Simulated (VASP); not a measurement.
Runs of VASP 6.6.1 on Cd. The structure is that of space group P6_3/mmc (No. 194), or close to it. The cells are those of the table. 

```tsv
cell	further INCAR settings	gap on the mesh (eV)	pressure (GPa)
a = 3.068, b = 3.068, c = 5.618 Å, angles 90.0, 90.0, 120.0°, 2 atoms	ALGO = Fast; EDIFF = 1e-06; NBANDS = 19	none	-4.0
a = 2.890, b = 2.890, c = 5.618 Å, angles 90.0, 90.0, 120.0°, 2 atoms	ALGO = Fast; EDIFF = 1e-06; NBANDS = 19	none	(a)
a = 3.098, b = 3.098, c = 5.618 Å, angles 90.0, 90.0, 120.0°, 2 atoms	ALGO = Fast; EDIFF = 1e-07; NBANDS = 19	none	-4.6
a = 3.038, b = 3.038, c = 5.618 Å, angles 90.0, 90.0, 120.0°, 2 atoms	ALGO = Fast; EDIFF = 1e-06; NBANDS = 19	none	-3.2
a = 2.949, b = 2.949, c = 5.618 Å, angles 90.0, 90.0, 120.0°, 2 atoms	ALGO = Fast; EDIFF = 1e-06; NBANDS = 19	none	(b)
```

Alike in all rows: task single point; level PBEsol; potentials or basis VASP PAW PBE potentials, release 64 (Cd); no spin polarisation; k mesh 18 × 18 × 8; cutoff (eV) 520; smearing gaussian 0.15 eV.

Task: Fill in the values left out.

Result: (a) 3.6; (b) 0.1.

Caveats: the PAW data sets were made with another functional, which shifts forces and pressure a little.

A k mesh can miss the band edges, and the runs leave out spin-orbit coupling on Cd.

A gap of «none» marks levels without a gap at the run's occupations.
